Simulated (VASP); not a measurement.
Runs of VASP 6.6.1 on NaH. The structure is that of space group Fm-3m (No. 225), or close to it. The cells are those of the table. 

```tsv
cell	gap on the mesh (eV)	pressure (GPa)
a = 3.331, b = 3.331, c = 3.390 Å, angles 59.4, 59.4, 61.2°, 2 atoms	(a)	(c)
a = 3.360, b = 3.360, c = 3.390 Å, angles 59.7, 59.7, 60.6°, 2 atoms	4.44	0.2
a = 3.420, b = 3.420, c = 3.390 Å, angles 60.3, 60.3, 59.4°, 2 atoms	4.37	-0.6
a = 3.450, b = 3.450, c = 3.390 Å, angles 60.6, 60.6, 58.9°, 2 atoms	4.32	-0.9
a = 3.511, b = 3.511, c = 3.390 Å, angles 61.1, 61.1, 57.7°, 2 atoms	4.25	-1.5
a = 3.480, b = 3.480, c = 3.390 Å, angles 60.9, 60.9, 58.3°, 2 atoms	(b)	-1.2
```

Alike in all rows: task single point; level r2SCAN; potentials or basis VASP PAW PBE potentials, release 64 (Na_pv, H); no spin polarisation; k mesh 8 × 8 × 8; cutoff (eV) 520; smearing fermi-dirac 0.2 eV.

Q: Fill in the values left out.

A: (a) 4.47; (b) 4.28; (c) 0.7.

Caveats: the PAW data sets were made with another functional, which shifts forces and pressure a little.

A k mesh can miss the band edges.
